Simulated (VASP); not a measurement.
Input of a VASP 6.6.1 run:

File INCAR:

```
  ALGO = Normal
  EDIFF = 1E-6
  EDIFFG = -0.005
  ENCUT = 600
  GGA = PE
  IBRION = 2
  ISIF = 3
  ISMEAR = -1
  LASPH = True
  LCHARG = False
  LREAL = False
  LWAVE = False
  NELM = 80
  NSW = 60
  PREC = Accurate
  PSTRESS = 540.0
  SIGMA = 0.08
```

File KPOINTS:

```
k-points
0
Gamma
  10 10 6
```

POSCAR

```
TePb
1.0
    4.0291780862      0.0000000000      0.0000000000
   -2.0145890431      3.4893705791      0.0000000000
    0.0000000000      0.0000000000      6.2452260337
Pb Te
2 2
Direct
    0.0000000000      0.0000000000      0.0000000000
    0.0000000000      0.0000000000      0.5000000000
    0.3333333333      0.6666666667      0.2500000000
    0.6666666667      0.3333333333      0.7500000000
```

Potentials or basis: VASP PAW PBE potentials, release 64 (Pb_d, Te).

The run is started by

```bash
$ cat potpaw_PBE.64/Pb_d/POTCAR potpaw_PBE.64/Te/POTCAR > POTCAR
$ mpirun -np 1 vasp_std > vasp.out
```

Predict the relaxed cell.

a = 3.009 Å, b = 3.009 Å, c = 10.143 Å, α = 90.00°, β = 90.00°, γ = 120.00°.

What does it give for the relaxed volume?

19.88 Å³/atom.

Predict the space group after relaxing (to 0.1 Å).

P6_3/mmc (No. 194).

Estimate the band gap on the k mesh.

zero (bands 20 and 21 overlap by 6.78 eV).

The path:
```csv
step,energy change (eV),largest force (eV/Å),pressure (GPa),volume (Å³)
1,0.0000,0.0000,57.30,87.80
2,-1.9613,0.0000,42.84,93.58
3,-1.0830,0.0000,49.33,90.79
4,-1.1402,0.0000,49.30,90.61
5,-1.2222,0.0000,49.37,89.58
6,-0.8153,0.0000,49.83,85.57
7,3.5992,0.0000,87.94,71.42
8,0.8454,0.0000,61.13,78.10
9,2.2978,0.0000,74.98,74.08
10,2.7314,0.0000,79.22,73.10
11,3.1358,0.0000,83.36,72.27
12,3.0803,0.0000,82.92,72.37
13,3.0100,0.0000,82.25,72.56
14,2.9141,0.0000,81.34,72.75
15,2.6320,0.0000,78.64,73.30
16,2.0923,0.0000,73.48,74.43
17,1.1057,0.0000,64.00,76.72
18,-0.5376,0.0000,48.20,81.43
19,0.0271,0.0000,53.64,79.65
20,0.0763,0.0000,54.13,79.51
21,0.0772,0.0000,54.14,79.51
22,0.0799,0.0000,54.16,79.50
23,0.0855,0.0000,54.20,79.48
24,0.0974,0.0000,54.30,79.44
25,0.0930,0.0000,54.28,79.46
26,0.0672,0.0000,54.02,79.53
```

Caveat: the cell is relaxed towards a set pressure, so the run minimises the enthalpy, not the energy; a cell axis changed by over 15 % at a fixed basis, so the end point is rough; spin-orbit coupling is left out, which moves the levels of the heavy elements.
